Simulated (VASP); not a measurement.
# TiO2 (P4_2/mnm) in VASP: single point with r2SCAN

Aim: the single point of TiO2 with r2SCAN.

Program: VASP 6.6.1. These are calculated values, not measurements. Logs are shortened: lines on timing, memory, paths and dates and some standing lists are left out, and cuts for length are marked.

## Step 1: The cell of the first run

Symmetry: P4_2/mnm, No. 136, tetragonal system. Conventional cell: a = 4.591 Å, b = 4.591 Å, c = 2.939 Å, α = 90.00°, β = 90.00°, γ = 90.00°. Ti (site symmetry mmm) has 6 O at 1.94 to 1.98 Å within 2.6 Å. Within 2.6 Å of O (site symmetry m2m) lie 3 Ti at 1.94 to 1.98 Å and 1 O at 2.54 Å.

## Step 2: Single point, r2SCAN

The input, POSCAR:

```
TiO2
1.0
    4.5908688281      0.0000000000      0.0000000000
    0.0000000000      4.5908688281      0.0000000000
    0.0000000000      0.0000000000      2.9392264229
Ti O
2 4
Direct
    0.0000000000      0.0000000000      0.0000000000
    0.5000000000      0.5000000000      0.5000000000
    0.3044100929      0.3044100929      0.0000000000
    0.1955899071      0.8044100929      0.5000000000
    0.6955899071      0.6955899071      0.0000000000
    0.8044100929      0.1955899071      0.5000000000
```

The input, INCAR.step1:

```
PREC = Accurate
ENCUT = 660
ISMEAR = 0
SIGMA = 0.02
LREAL = False
LASPH = True
NELM = 120
NBANDS = 33
GGA = PE
ALGO = Normal
EDIFF = 1E-5
LWAVE = True
LCHARG = False
GGA_COMPAT = False
```

The input, INCAR.step2:

```
PREC = Accurate
ENCUT = 660
EDIFF = 1E-6
ISMEAR = 0
SIGMA = 0.02
LREAL = False
LASPH = True
NELM = 120
ALGO = Normal
ISIF = 2
LWAVE = False
LCHARG = False
METAGGA = R2SCAN
LMIXTAU = True
NBANDS = 33
ISTART = 1
GGA_COMPAT = False
```

The input, KPOINTS:

```
Automatic mesh
0
Gamma
  6 6 10
```

Potentials or basis: VASP PAW PBE potentials, release 64 (Ti_sv, O).

Run with:

```
$ cat potpaw_PBE.64/Ti_sv/POTCAR potpaw_PBE.64/O/POTCAR > POTCAR
$ cp INCAR.step1 INCAR
$ mpirun -np 1 vasp_std > vasp.out
$ cp INCAR.step2 INCAR
$ mpirun -np 1 vasp_std > vasp.out
```

OUTCAR:

```text
PREC = Accurate
   ENCUT = 660
   EDIFF = 1E-6
   ISMEAR = 0
   LREAL = False
   LASPH = True
   NELM = 120
   ISIF = 2
   METAGGA = R2SCAN
   ISTART = 1

 ion  position               nearest neighbor table
   1  0.000  0.000  0.000-   4 1.94   6 1.94   4 1.94   6 1.94   5 1.98   3 1.98
   2  0.500  0.500  0.500-   3 1.94   5 1.94   3 1.94   5 1.94   4 1.98   6 1.98
   3  0.304  0.304  0.000-   2 1.94   2 1.94   1 1.98
   4  0.196  0.804  0.500-   1 1.94   1 1.94   2 1.98
   5  0.696  0.696  0.000-   2 1.94   2 1.94   1 1.98
   6  0.804  0.196  0.500-   1 1.94   1 1.94   2 1.98

  LATTYP: Found a simple tetragonal cell.
 ALAT       =     4.5908688281
 C/A-ratio  =     0.6402331526

  Lattice vectors:

 A1 = (   4.5908688281,   0.0000000000,   0.0000000000)
 A2 = (   0.0000000000,   4.5908688281,   0.0000000000)
 A3 = (   0.0000000000,   0.0000000000,   2.9392264229)

Analysis of symmetry for initial positions (statically):
=====================================================================
 Subroutine PRICEL returns:
 Original cell was already a primitive cell.

 Routine SETGRP: Setting up the symmetry group for a
 simple tetragonal supercell.

 Subroutine GETGRP returns: Found 16 space group operations
 (whereof  8 operations were pure point group operations)
 out of a pool of 16 trial point group operations.

The static configuration has the point symmetry D_2h.
 The point group associated with its full space group is D_4h.

Analysis of symmetry for dynamics (positions and initial velocities):
=====================================================================
 Subroutine PRICEL returns:
 Original cell was already a primitive cell.

 Routine SETGRP: Setting up the symmetry group for a
 simple tetragonal supercell.

 Subroutine GETGRP returns: Found 16 space group operations
 (whereof  8 operations were pure point group operations)
 out of a pool of 16 trial point group operations.

The dynamic configuration has the point symmetry D_2h.
 The point group associated with its full space group is D_4h.

 Subroutine INISYM returns: Found 16 space group operations
 (whereof  8 operations are pure point group operations),
 and found     1 'primitive' translations

[... 97 lines left out ...]
   LNONCOLLINEAR =      F non collinear calculations
   LSORBIT =      F    spin-orbit coupling
   LASPH  =      T    aspherical Exc in radial PAW
   ENCUT  =  660.0 eV  48.51 Ry    6.96 a.u.   9.62  9.62  6.16*2*pi/ulx,y,z
   NELM   =    120;   NELMIN=  2; NELMDL=  0     # of ELM steps
   EDIFF  = 0.1E-05   stopping-criterion for ELM
   LREAL  =      F    real-space projection
   EDIFFG = 0.1E-04   stopping-criterion for IOM
   NSW    =      0    number of steps for IOM
   IBRION =     -1    ionic relax: 0-MD 1-quasi-New 2-CG
   NFREE  =      0    steps in history (QN), initial steepest desc. (CG)
   ISIF   =      2    stress and relaxation
   ISYM   =      2    0-nonsym 1-usesym 2-fastsym
   POTIM  = 0.5000    time-step for ionic-motion
   TEBEG  =    0.0;   TEEND  =   0.0 temperature during run
   PSTRESS=    0.0 pullay stress
   NELECT =      48.0000    total number of electrons
   NUPDOWN=      -1.0000    fix difference up-down
   EMIN   =  10.00;   EMAX   =-10.00  energy-range for DOS
   EFERMI =   0.00;   METHOD = LEGACY
   ISMEAR =     0;   SIGMA  =   0.02  broadening in eV -4-tet -1-fermi 0-gaus
   EFERMI_NEDOS =   21; number of points for ismear=-14 and -15
   IALGO  =     38    algorithm
   IMIX   =      4    mixing-type and parameters
     AMIX     =   0.40;   BMIX     =  1.00
     AMIX_MAG =   1.60;   BMIX_MAG =  1.00
  volume/ion in A,a.u.               =      10.32        69.67
  Fermi-wavevector in a.u.,A,eV,Ry     =   1.503653  2.841492 30.762398  2.260972
  Thomas-Fermi vector in A             =   2.614735
   LORBIT       =      0    0 simple, 1 ext, 2 COOP (PROOUT), +10 PAW based schemes
   METAGGA = R2SCAN    functional components
   LHFCALC =     F    Hartree Fock is set to
   AEXX    =    0.0000 exact exchange contribution
   IVDW    =     0    specifies the selected vdW correction
   LEPSILON=     F    determine dielectric tensor
   LRPA    =     F    only Hartree local field effects (RPA)
 non-spin polarized calculation
 Gauss-broadening in eV      SIGMA  =   0.02
  energy-cutoff  :      660.00
  volume of cell :       61.95
 maximum number of plane-waves:      2432
 NGX is ok and might be reduce to    40
   NGX = 19   NGY = 19   NGZ = 13

 number of electron      48.0000001 magnetization

 Free energy of the ion-electron system (eV)
  ---------------------------------------------------
  ext. energy  EPLUGINS =         0.00000000
  ---------------------------------------------------
  free energy    TOTEN  =       -69.80716213 eV

  energy without entropy =      -69.80716213  energy(sigma->0) =      -69.80716213

 E-fermi :   4.8591     XC(G=0): -12.1975

 val. band max:        4.6089789858   @ k =   0.0000   0.0000   0.0000
 cond. band min:       6.8565982695   @ k =   0.0000   0.0000   0.0000
 fundamental gap:      2.2476192838
 Fermi energy:         4.8590765101

 k-point     1 :       0.0000    0.0000    0.0000
  band No.  band energies     occupation
      1     -54.4956      2.00000
      2     -54.4771      2.00000
      3     -29.7711      2.00000
      4     -29.7711      2.00000
      5     -29.5870      2.00000
      6     -29.5870      2.00000
[... 853 lines left out ...]
     32      10.3392      0.00000
     33      11.5754      0.00000

 [... further k-points ...]
[... 5 lines left out ...]
  --------------------------------------------------------------------------------------
  -------------------------------------------------------------------------------------
  Total        0.8678429      0.8678429      1.7361236     -0.0000000      0.0000000      0.0000000
  in kB       22.4454806     22.4454806     44.9022831     -0.0000000      0.0000000      0.0000000
  external PRESSURE =      29.9310814 kB  Pullay stress =       0.0000000 kB

 VOLUME and BASIS-vectors are now :
 -----------------------------------------------------------------------------
  energy-cutoff  :      660.00
  volume of cell :       61.95
      direct lattice vectors                 reciprocal lattice vectors
     4.590868828  0.000000000  0.000000000     0.217823693  0.000000000  0.000000000
     0.000000000  4.590868828  0.000000000     0.000000000  0.217823693  0.000000000
     0.000000000  0.000000000  2.939226423     0.000000000  0.000000000  0.340225575

 POSITION                                       TOTAL-FORCE (eV/Angst)
 -----------------------------------------------------------------------------------
      0.00000      0.00000      0.00000         0.000000      0.000000      0.000000
      2.29543      2.29543      1.46961         0.000000      0.000000      0.000000
      1.39751      1.39751      0.00000        -0.030187     -0.030187      0.000000
      0.89793      3.69294      1.46961         0.030187     -0.030187      0.000000
      3.19336      3.19336      0.00000         0.030187      0.030187     -0.000000
      3.69294      0.89793      1.46961        -0.030187      0.030187     -0.000000
 -----------------------------------------------------------------------------------
    total drift:                               -0.000000      0.000000     -0.000000

  FREE ENERGIE OF THE ION-ELECTRON SYSTEM (eV)
  ---------------------------------------------------
  free  energy   TOTEN  =       -69.8071621306 eV

  energy  without entropy=      -69.8071621306  energy(sigma->0) =      -69.80716213
```

Wall time 16 min (1 thread of Oxide Virtual Turin-like, shared host); peak memory 0.27 GiB.

What came out:

| Item | Value |
| --- | --- |
| Free energy | -69.8072 eV |
| Pressure | 3.0 GPa |
| Largest force | 0.043 eV/Å |
| Band gap on the k mesh | 2.25 eV |

Forces in eV/Å, atoms in the order of the input:
```
Ti   0.000  0.000  0.000
Ti   0.000  0.000  0.000
O   -0.030 -0.030  0.000
O    0.030 -0.030  0.000
O    0.030  0.030  0.000
O   -0.030  0.030  0.000
```

Stress tensor (GPa, compression positive):
```
2.24 0.00 0.00
0.00 2.24 0.00
0.00 0.00 4.49
```

Levels at points of the mesh, in eV from the valence-band top:
```csv
k point,band 21,band 22,band 23,band 24,band 25,band 26,band 27,band 28
"(0.00, 0.00, 0.00)",-0.75,-0.49,-0.49,0.00,2.25,2.57,2.83,2.92
"(0.50, 0.00, 0.00)",-1.68,-1.68,-0.78,-0.78,2.94,2.94,3.46,3.46
"(0.50, 0.50, 0.00)",-1.37,-1.37,-1.13,-1.13,2.28,2.28,2.95,2.95
"(0.00, 0.00, 0.50)",-2.41,-2.41,-1.49,-1.49,3.37,3.37,3.67,3.67
"(0.50, 0.00, 0.50)",-2.09,-2.09,-1.10,-1.10,2.32,2.32,3.69,3.69
"(0.50, 0.50, 0.50)",-1.33,-1.33,-0.72,-0.72,3.00,3.00,3.63,3.63
```

Caveat: the PAW data sets were made with another functional, which shifts forces and pressure a little. A k mesh can miss the band edges.
